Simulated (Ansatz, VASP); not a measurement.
Rh: VASP beside Ansatz

```
Rh
1.0
     0.00000    1.86352    1.90155
     1.86352    0.00000    1.90155
     1.86352    1.86352    0.00000
Rh
1
Direct
  0.00000 0.00000 0.00000
```

Change from the starting cell: equal xx and yy strain of -2 %, PAW files.

Alike in both runs: task electric field gradients; functional LDA; k mesh 16 × 16 × 16; occupations fermi-dirac, width 0.03 eV; no spin polarisation.

|  | VASP | Ansatz |
| --- | --- | --- |
| version | VASP 6.6.1 | Ansatz 0.2.0 |
| potentials or method | VASP PAW LDA potentials, release 64 (Rh_sv_GW) | PAW with Ansatz's default frozen-core files, scalar-relativistic |
| plane-wave cutoff (eV) | 460 | 420 |
| valence electrons in the cell | 17 | 17 |

|  | VASP | Ansatz | Ansatz less VASP |
| --- | --- | --- | --- |
| size of Vzz on the site where it differs most (V/Å²) | 1.7 | 1.6 | -0.08 |

LDA's correlation is that of Perdew and Zunger in VASP and of Perdew and Wang (1992) in Ansatz.
